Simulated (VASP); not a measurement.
The system is In.

```xyz
1
Lattice="-1.6947 1.6947 2.2974 1.6947 -1.6947 2.2974 1.6947 1.6947 -2.2974" Properties=species:S:1:pos:R:3 pbc="T T T"
In    0.0000    0.0000    0.0000
```

* Program: VASP 6.6.1
* Task: relaxation of cell and atoms
* Functional: LDA
* Potentials or basis: VASP PAW LDA potentials, release 64 (In_d)
* Cutoff: 600 eV
* k mesh: 18 × 18 × 18
* Occupations: gaussian, width 0.1 eV
* Spin: no spin polarisation

At the start: pressure -2.9 GPa; volume 26.39 Å³/atom.

Question: Where does the relaxation end?

Answer: Over 9 steps the energy falls by 17.5 meV/atom and the volume is 24.69 Å³/atom (-6.5 %); space group I4/mmm (No. 139, to 0.1 Å) before, Fm-3m (No. 225, to 0.1 Å).

Step by step:
```csv
step,energy change (eV),largest force (eV/Å),pressure (GPa),volume (Å³)
1,0.0000,0.0000,-2.90,26.39
2,-0.0168,0.0000,0.13,24.61
3,-0.0169,0.0000,-0.03,24.67
4,-0.0169,0.0000,-0.01,24.67
5,-0.0170,0.0000,-0.02,24.68
6,-0.0173,0.0000,-0.02,24.69
7,-0.0175,0.0000,-0.06,24.72
8,-0.0173,0.0000,0.33,24.54
9,-0.0175,0.0000,0.02,24.69
```

Final structure:
```
CELL_PARAMETERS angstrom
-1.63581 1.63581 2.30651
1.63581 -1.63581 2.30651
1.63581 1.63581 -2.30651
ATOMIC_POSITIONS crystal
In 0.00000 0.00000 0.00000
```
